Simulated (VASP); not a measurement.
A run of VASP 6.6.1 is set up as follows.

The input INCAR:

```
PREC = Accurate ; ENCUT = 520
EDIFF = 1E-6 ; ISMEAR = 0
SIGMA = 0.15 ; LREAL = F
LASPH = T ; NELM = 100
ALGO = Fast ; ISIF = 2
LWAVE = F ; LCHARG = F
GGA = PS ; NBANDS = 18
```

Contents of KPOINTS:

```
regular mesh
0
Gamma
  24 24 12
```

Contents of POSCAR:

```
Ta
1.0
    2.8669354486      0.0000000000      0.0000000000
   -1.4334677243      2.4828389295      0.0000000000
    0.0000000000      0.0000000000      5.1677861445
Ta
2
Direct
    0.6666666667      0.3333333333      0.7500000000
    0.3333333333      0.6666666667      0.2500000000
```

Potentials or basis: VASP PAW PBE potentials, release 64 (Ta_pv).

The run is started by

```console
$ cat potpaw_PBE.64/Ta_pv/POTCAR > POTCAR
$ mpirun -np 1 vasp_std > vasp.out
```

Q: Estimate the band gap on the k mesh.

A: Zero (bands 11 and 12 overlap by 2.37 eV).

Q: Predict the pressure.

A: -2.6 GPa.

Stress tensor (GPa, compression positive):
```
-1.65  0.00  0.00
 0.00 -1.65  0.00
 0.00  0.00 -4.55
```

Caveat: the cell differs from its parent crystal (strain +0.0150 x Voigt [0, 0, 1, 0, 0, 0]); the PAW data sets were made with another functional, which shifts forces and pressure a little; spin-orbit coupling is left out, which moves the levels of the heavy elements.
